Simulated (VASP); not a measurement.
The system is BaNa.

```
Na Ba
1.0
     4.64500    0.00000    0.00000
     0.00000    4.64500    0.00000
     0.00000    0.00000    4.64500
Na Ba
1 1
Direct
  0.00000 0.00000 0.00000
  0.50000 0.50000 0.50000
```

```yaml
Program: VASP 6.6.1
Task: relaxation of volume and atoms at fixed shape
Functional: r2SCAN
Potentials_or_basis: VASP PAW PBE potentials, release 64 (Na_pv, Ba_sv)
Cutoff: 600 eV
k_mesh: 9 × 9 × 9
Occupations: gaussian, width 0.1 eV
Spin: no spin polarisation
```

At the start: pressure 0.5 GPa; volume 50.11 Å³/atom.

Q: How do energy, volume and symmetry change on relaxing?

A: Over 3 steps the energy falls by 4.3 meV/atom and the volume is 52.80 Å³/atom (+5.4 %); space group Pm-3m (No. 221, to 0.1 Å) before and after.

The path:
```tsv
step	energy change (eV)	largest force (eV/Å)	pressure (GPa)	volume (Å³)
1	0.0000	0.0000	0.53	100.22
2	-0.0058	0.0000	0.28	102.65
3	-0.0087	0.0000	0.06	105.60
```

Final structure:
```
Na Ba
1.0
     4.72664    0.00000    0.00000
     0.00000    4.72664    0.00000
     0.00000    0.00000    4.72664
Na Ba
1 1
Direct
  0.00000 0.00000 0.00000
  0.50000 0.50000 0.50000
```

Caveat: the PAW data sets were made with another functional, which shifts forces and pressure a little.
